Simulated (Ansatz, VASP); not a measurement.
One calculation of Zr, two programs

```
Zr
1.0
     3.29539    0.00000    0.00000
    -1.64769    2.85389    0.00000
     0.00000    0.00000    5.24795
Zr
2
Direct
  0.33333 0.66667 0.25000
  0.66667 0.33333 0.75000
```

Change from the starting cell: volume scaled by 1.06.

Alike in both runs: task single point; functional PBEsol; k mesh 13 × 13 × 7; occupations fermi-dirac, width 0.08 eV; no spin polarisation.

|  | VASP | Ansatz |
| --- | --- | --- |
| version | VASP 6.6.1 | Ansatz 0.2.0 |
| potentials or method | VASP PAW PBE potentials, release 64 (Zr_sv), cutoff 520 eV | all-electron LAPW, scalar-relativistic |

|  | VASP | Ansatz | Ansatz less VASP |
| --- | --- | --- | --- |
| pressure (GPa) | -7.9 | -7.9 | -0.02 |
| traceless stress, the component that is largest in VASP (GPa) | 0.16 | 0.16 | -0.002 |

VASP's potentials were made for PBE, not for PBEsol. Ansatz ran all-electron here, and VASP with PAW potentials.
